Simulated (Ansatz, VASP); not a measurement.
## InF: VASP beside Ansatz

```
In F
1.0
     0.00000    2.40495    2.40495
     2.40495    0.00000    2.40495
     2.40495    2.40495    0.00000
In F
1 1
Direct
  0.00000 0.00000 0.00000
  0.25000 0.25000 0.25000
```

Alike in both runs: task relaxation of cell and atoms; functional PBE; k mesh 13 × 13 × 13; occupations fermi-dirac, width 0.05 eV; no spin polarisation.

|  | VASP | Ansatz |
| --- | --- | --- |
| version | VASP 6.6.1 | Ansatz 0.2.0 |
| potentials or method | VASP PAW PBE potentials, release 64 (In_d, F) | PAW with Ansatz's default frozen-core files, scalar-relativistic |
| plane-wave cutoff (eV) | 600 | 420 |
| valence electrons in the cell | 20 | 20 |

```tsv
	VASP	Ansatz	Ansatz less VASP
gap on the k mesh at the Fermi level, each at its own relaxed structure (eV)	1.48	1.92	+0.442
relaxed volume (Å³/atom)	24.46	27.12	+2.662
relaxed cell length with the largest relative difference (Å)	4.105	4.249	+0.1439
```

One of these differences is far larger than is usual between the two programs; its cause wasn't traced.

Noted on VASP's run: the volume moved by over 15 % at a fixed basis, so the end points are rough.
